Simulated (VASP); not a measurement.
CdO:

```
Cd O
1.0
     0.00000    2.36099    2.36099
     2.36099    0.00000    2.36099
     2.36099    2.36099    0.00000
Cd O
1 1
Cartesian
  0.0000 0.0000 0.0000
  2.3610 2.3610 2.3610
```

| Item | Value |
| --- | --- |
| Program | VASP 6.6.1 |
| Task | relaxation of cell and atoms |
| Functional | PBE |
| Potentials or basis | VASP PAW PBE potentials, release 64 (Cd, O) |
| Cutoff | 600 eV |
| k mesh | 6 × 6 × 6 |
| Occupations | gaussian, width 0.1 eV |
| Spin | no spin polarisation |

At the start: pressure 5.1 GPa; volume 13.16 Å³/atom.

Q: Where does the relaxation end?

A: Over 3 steps the energy falls by 7.7 meV/atom and the volume is 13.66 Å³/atom (+3.8 %); space group Fm-3m (No. 225, to 0.05 Å).

The path:
```tsv
step	energy change (eV)	largest force (eV/Å)	pressure (GPa)	volume (Å³)
1	0.0000	0.0000	5.13	26.32
2	-0.0098	0.0000	-2.74	27.96
3	-0.0154	0.0000	0.00	27.32
```

Final structure:
```cif
data_structure
_symmetry_space_group_name_H-M 'P 1'
_symmetry_Int_Tables_number 1
_cell_length_a 3.3807
_cell_length_b 3.3807
_cell_length_c 3.3807
_cell_angle_alpha 60.000
_cell_angle_beta 60.000
_cell_angle_gamma 60.000
_cell_volume 27.32
loop_
_atom_site_label
_atom_site_type_symbol
_atom_site_fract_x
_atom_site_fract_y
_atom_site_fract_z
_atom_site_occupancy
Cd1 Cd 0.00000 0.00000 0.00000 1
O1 O 0.50000 0.50000 0.50000 1
```

Caveat: the k points lie up to 0.38 Å⁻¹ apart in the final cell.
